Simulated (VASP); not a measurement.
# Sc in VASP: single point with r2SCAN

Aim: the single point of Sc with r2SCAN.

All numbers are computed with VASP 6.6.1; they aren't measurements. Logs are shortened: lines on timing, memory, paths and dates and some standing lists are left out, and cuts for length are marked.

### 1 The cell of the first run

The cell holds a slab with vacuum, 3 atoms: a = 3.183 Å, b = 3.183 Å, c = 25.207 Å, α = 90.00°, β = 90.00°, γ = 120.00°.

### 2 Single point, r2SCAN

File POSCAR:

```
Sc
1.0
    3.1834842190      0.0000000000      0.0000000000
   -1.5917421095      2.7569782062      0.0000000000
    0.0000000000      0.0000000000     25.2070757221
Sc
3
Direct
    0.3333333333      0.6666666667      0.2776998045
    0.6666666667      0.3333333333      0.3819339962
    0.3333333333      0.6666666667      0.4860258381
```

File INCAR.step1:

```
SYSTEM = Sc
PREC = Accurate ; ENCUT = 440
ISMEAR = 1 ; SIGMA = 0.1
LREAL = .False. ; LASPH = .True.
NELM = 120 ; LDIPOL = .True.
IDIPOL = 3 ; DIPOL = 0.5 0.5 0.382
NBANDS = 24 ; GGA = PE
ALGO = Normal ; EDIFF = 1E-5
LWAVE = .True. ; LCHARG = .False.
GGA_COMPAT = .False. ; NELMDL = -8
```

File INCAR.step2:

```
SYSTEM = Sc
PREC = Accurate ; ENCUT = 440
EDIFF = 1E-6 ; ISMEAR = 1
SIGMA = 0.1 ; LREAL = .False.
LASPH = .True. ; NELM = 120
ALGO = Normal ; ISIF = 2
LWAVE = .False. ; LCHARG = .False.
LDIPOL = .True. ; IDIPOL = 3
DIPOL = 0.5 0.5 0.382 ; METAGGA = R2SCAN
LMIXTAU = .True. ; NBANDS = 24
ISTART = 1 ; GGA_COMPAT = .False.
```

File KPOINTS:

```
Automatic mesh
0
Gamma
  12 12 1
  0 0 0
```

Potentials or basis: VASP PAW PBE potentials, release 64 (Sc_sv).

Command:

```bash
$ cat potpaw_PBE.64/Sc_sv/POTCAR > POTCAR
$ cp INCAR.step1 INCAR
$ mpirun -np 1 vasp_std > vasp.out
$ cp INCAR.step2 INCAR
$ mpirun -np 1 vasp_std > vasp.out
```

OUTCAR:

```text
SYSTEM = Sc
   PREC = Accurate
   ENCUT = 440
   EDIFF = 1E-6
   ISMEAR = 1
   LREAL = .False.
   LASPH = .True.
   NELM = 120
   ISIF = 2
   METAGGA = R2SCAN
   ISTART = 1

 ion  position               nearest neighbor table
   1  0.333  0.667  0.278-   2 3.21   2 3.21   2 3.21
   2  0.667  0.333  0.382-   3 3.20   3 3.20   3 3.20   1 3.21   1 3.21   1 3.21
   3  0.333  0.667  0.486-   2 3.20   2 3.20   2 3.20

  LATTYP: Found a hexagonal cell.
 ALAT       =     3.1834842190
 C/A-ratio  =     7.9180778003

  Lattice vectors:

 A1 = (   3.1834842190,   0.0000000000,   0.0000000000)
 A2 = (  -1.5917421095,   2.7569782062,   0.0000000000)
 A3 = (   0.0000000000,   0.0000000000,  25.2070757221)

Analysis of symmetry for initial positions (statically):
=====================================================================
 Subroutine PRICEL returns:
 Original cell was already a primitive cell.

 Routine SETGRP: Setting up the symmetry group for a
 hexagonal supercell.

 Subroutine GETGRP returns: Found  6 space group operations
 (whereof  6 operations were pure point group operations)
 out of a pool of 24 trial point group operations.

The static configuration has the point symmetry C_3v.

Analysis of symmetry for dynamics (positions and initial velocities):
=====================================================================
 Subroutine PRICEL returns:
 Original cell was already a primitive cell.

 Routine SETGRP: Setting up the symmetry group for a
 hexagonal supercell.

 Subroutine GETGRP returns: Found  6 space group operations
 (whereof  6 operations were pure point group operations)
 out of a pool of 24 trial point group operations.

The dynamic configuration has the point symmetry C_3v.

 Subroutine INISYM returns: Found  6 space group operations
 (whereof  6 operations are pure point group operations),
 and found     1 'primitive' translations

----------------------------------------------------------------------------------------

                                     Primitive cell

[... 76 lines left out ...]
 SYSTEM =  Sc
   PREC   = accura    normal or accurate (medium, high low for compatibility)
   ISTART =      1    job   : 0-new  1-cont  2-samecut
   ICHARG =      0    charge: 1-file 2-atom 10-const
   ISPIN  =      1    spin polarized calculation?
   LNONCOLLINEAR =      F non collinear calculations
   LSORBIT =      F    spin-orbit coupling
   LASPH  =      T    aspherical Exc in radial PAW
   ENCUT  =  440.0 eV  32.34 Ry    5.69 a.u.   5.44  5.44 43.11*2*pi/ulx,y,z
   NELM   =    120;   NELMIN=  2; NELMDL=  0     # of ELM steps
   EDIFF  = 0.1E-05   stopping-criterion for ELM
   LREAL  =      F    real-space projection
[... 7 lines left out ...]
   TEBEG  =    0.0;   TEEND  =   0.0 temperature during run
   PSTRESS=    0.0 pullay stress
   NELECT =      33.0000    total number of electrons
   NUPDOWN=      -1.0000    fix difference up-down
   EMIN   =  10.00;   EMAX   =-10.00  energy-range for DOS
   EFERMI =   0.00;   METHOD = LEGACY
   ISMEAR =     1;   SIGMA  =   0.10  broadening in eV -4-tet -1-fermi 0-gaus
   EFERMI_NEDOS =   21; number of points for ismear=-14 and -15
   IALGO  =     38    algorithm
   IMIX   =      4    mixing-type and parameters
     AMIX     =   0.40;   BMIX     =  1.00
     AMIX_MAG =   1.60;   BMIX_MAG =  1.00
  volume/ion in A,a.u.               =      73.75       497.66
  Fermi-wavevector in a.u.,A,eV,Ry     =   0.868214  1.640686 10.256004  0.753795
  Thomas-Fermi vector in A             =   1.986860
   LORBIT       =      0    0 simple, 1 ext, 2 COOP (PROOUT), +10 PAW based schemes
   METAGGA = R2SCAN    functional components
   LHFCALC =     F    Hartree Fock is set to
   AEXX    =    0.0000 exact exchange contribution
   IVDW    =     0    specifies the selected vdW correction
   LEPSILON=     F    determine dielectric tensor
   LRPA    =     F    only Hartree local field effects (RPA)
 non-spin polarized calculation
 Methfessel and Paxton  Order N= 1 SIGMA  =   0.10
  energy-cutoff  :      440.00
  volume of cell :      221.24
 maximum number of plane-waves:      4743
 NGX is ok and might be reduce to    24
   NGX = 11   NGY = 11   NGZ = 87

 dipolmoment           0.000000      0.000000      0.000015 electrons x Angstroem

 number of electron      32.9999995 magnetization

 dipolmoment           0.000000      0.000000     -0.000201 electrons x Angstroem

 Free energy of the ion-electron system (eV)
  ---------------------------------------------------
  ext. energy  EPLUGINS =         0.00000000
  ---------------------------------------------------
  free energy    TOTEN  =       -32.39125185 eV

  energy without entropy =      -32.39324020  energy(sigma->0) =      -32.39191463

 E-fermi :  -1.1656     XC(G=0):  -4.1309

 val. band max:       -1.1660259725   @ k =   0.2500   0.1667   0.0000
 cond. band min:      -1.1053755256   @ k =   0.2500   0.0833   0.0000
 fundamental gap:      0.0606504469
 Fermi energy:        -1.1655898437

 k-point     1 :       0.0000    0.0000    0.0000
  band No.  band energies     occupation
      1     -52.9286      2.00000
      2     -52.9256      2.00000
      3     -52.3845      2.00000
      4     -30.6905      2.00000
      5     -30.6423      2.00000
      6     -30.3586      2.00000
[... 502 lines left out ...]
     23       1.2755      0.00000
     24       2.0800      0.00000

------------------------ aborting loop because EDIFF is reached ----------------------------------------

 vacuum level on the upper side and lower side of the slab       (xc-potential included)        -0.014        -0.009

  FORCE on cell =-STRESS in cart. coord.  units (eV):
  Direction    XX          YY          ZZ          XY          YZ          ZX
  --------------------------------------------------------------------------------------
  -------------------------------------------------------------------------------------
  Total        1.7165291      1.7165291      0.6703052      0.0000000     -0.0000000      0.0000000
  in kB       12.4309191     12.4309191      4.8542780      0.0000000     -0.0000000      0.0000000
  external PRESSURE =       9.9053721 kB  Pullay stress =       0.0000000 kB

 VOLUME and BASIS-vectors are now :
 -----------------------------------------------------------------------------
  energy-cutoff  :      440.00
  volume of cell :      221.24
      direct lattice vectors                 reciprocal lattice vectors
     3.183484219  0.000000000  0.000000000     0.314121237  0.181357981  0.000000000
    -1.591742109  2.756978206  0.000000000     0.000000000  0.362715961  0.000000000
     0.000000000  0.000000000 25.207075722     0.000000000  0.000000000  0.039671401

 POSITION                                       TOTAL-FORCE (eV/Angst)
 -----------------------------------------------------------------------------------
     -0.00000      1.83799      7.00000        -0.000000      0.000000     -0.139863
      1.59174      0.91899      9.62744         0.000000      0.000000     -0.007591
     -0.00000      1.83799     12.25129         0.000000     -0.000000      0.147454
 -----------------------------------------------------------------------------------
    total drift:                                0.000000     -0.000000      0.001531

  FREE ENERGIE OF THE ION-ELECTRON SYSTEM (eV)
  ---------------------------------------------------
  free  energy   TOTEN  =       -32.3912518486 eV

  energy  without entropy=      -32.3932402041  energy(sigma->0) =      -32.39191463

 vacuum level on the upper side and lower side of the slab         2.639         2.646
```

OUTCAR.step1:

```text
SYSTEM = Sc
   PREC = Accurate
   ENCUT = 440
   ISMEAR = 1
   LREAL = .False.
   LASPH = .True.
   NELM = 120
   GGA = PE
[... 737 lines left out ...]
      1.59174      0.91899      9.62744         0.000000      0.000000     -0.006123
     -0.00000      1.83799     12.25129        -0.000000     -0.000000     -0.007252
 -----------------------------------------------------------------------------------
    total drift:                                0.000000     -0.000000     -0.000108

  FREE ENERGIE OF THE ION-ELECTRON SYSTEM (eV)
  ---------------------------------------------------
  free  energy   TOTEN  =       -17.2164796201 eV

  energy  without entropy=      -17.2162318270  energy(sigma->0) =      -17.21639702

 vacuum level on the upper side and lower side of the slab         2.320         2.330
```

OSZICAR.step1:

```text
N       E                     dE             d eps       ncg     rms          rms(c)
DAV:   1     0.548692804734E+03    0.54869E+03   -0.13930E+04  1080   0.990E+02
DAV:   2     0.548712321433E+01   -0.54321E+03   -0.53587E+03  1328   0.545E+02
DAV:   3    -0.198155494268E+02   -0.25303E+02   -0.24507E+02  1472   0.162E+02
DAV:   4    -0.206551230030E+02   -0.83957E+00   -0.82207E+00  1560   0.279E+01
[... 18 lines left out ...]
DAV:  23    -0.172163828211E+02   -0.50157E-04   -0.83045E-06   936   0.215E-02    0.470E-03
DAV:  24    -0.172164332057E+02   -0.50385E-04   -0.49040E-06   896   0.167E-02    0.278E-03
DAV:  25    -0.172164585598E+02   -0.25354E-04   -0.25969E-06   888   0.104E-02    0.260E-03
DAV:  26    -0.172164780198E+02   -0.19460E-04   -0.27798E-06   816   0.926E-03    0.964E-04
DAV:  27    -0.172164796201E+02   -0.16003E-05   -0.31496E-07   712   0.550E-03
   1 F= -.17216480E+02 E0= -.17216397E+02  d E =-.247793E-03
```

It took 17 min on 1 thread of Intel Xeon 8259CL, shared host; peak memory 0.37 GiB.

Results:

```yaml
Free_energy: -32.3913 eV
Largest_force: 0.147 eV/Å
```

Forces on the atoms (eV/Å):
```
Sc   0.000  0.000 -0.140
Sc   0.000  0.000 -0.008
Sc   0.000  0.000  0.147
```

Caveat: the PAW data sets were made with another functional, which shifts forces and pressure a little.
